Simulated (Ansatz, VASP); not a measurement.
One calculation of C, two programs

```
CELL_PARAMETERS angstrom
2.50320 0.06258 0.00000
-1.19740 2.13654 0.00000
0.00000 0.00000 4.16887
ATOMIC_POSITIONS crystal
C 0.33269 0.66703 0.00029
C 0.66731 0.33297 0.50029
C 0.33269 0.66703 0.37471
C 0.66731 0.33297 0.87471
```

Change from the starting cell: shear_xy strain +5.0%.

Alike in both runs: task single point; functional r2SCAN; k mesh 12 × 12 × 6; no spin polarisation.

|  | VASP | Ansatz |
| --- | --- | --- |
| version | VASP 6.6.1 | Ansatz 0.2.0 |
| potentials or method | VASP PAW PBE potentials, release 64 (C) | plane waves, PAW |
| plane-wave cutoff (eV) | 520 | 500 |
| occupations | gaussian, width 0.01 eV | fixed |
| valence electrons in the cell | 16 | 16 |

Ansatz gave:

```
gap on the k mesh at the Fermi level (eV)                     : 3.41
pressure (GPa)                                                : 0.9
traceless stress, the component that is largest in VASP (GPa) : -28.76
rms of the force components (eV/Å)                            : 0.001
```

What did VASP give for the same quantities?

gap on the k mesh at the Fermi level (eV): 3.38; pressure (GPa): 2.0; traceless stress, the component that is largest in VASP (GPa): -28.86; rms of the force components (eV/Å): 0.011.

VASP's potentials were made for PBE, not for r2SCAN. Atom by atom the forces differ by 0.010 eV/Å (rms over components).
